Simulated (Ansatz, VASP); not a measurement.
# One calculation of Ca, two programs

```xyz
1
Lattice="0.0000 2.7835 2.7835 2.7835 0.0000 2.7835 2.7835 2.7835 0.0000" Properties=species:S:1:pos:R:3 pbc="T T T"
Ca    0.0000    0.0000    0.0000
```

Alike in both runs: task single point; functional r2SCAN; k mesh 10 × 10 × 10; occupations fermi-dirac, width 0.1 eV; no spin polarisation.

|  | VASP | Ansatz |
| --- | --- | --- |
| version | VASP 6.6.1 | Ansatz 0.2.0 |
| potentials or method | VASP PAW PBE potentials, release 64 (Ca_sv), cutoff 520 eV | plane waves (500 eV) with PAW, scalar-relativistic |
| valence electrons in the cell | 10 | 10 |

|  | VASP | Ansatz | Ansatz less VASP |
| --- | --- | --- | --- |
| pressure (GPa) | 0.0 | 0.0 | -0.05 |

VASP's potentials were made for PBE, not for r2SCAN. The functional is the same, so the differences come from potentials, cutoffs and numerics.
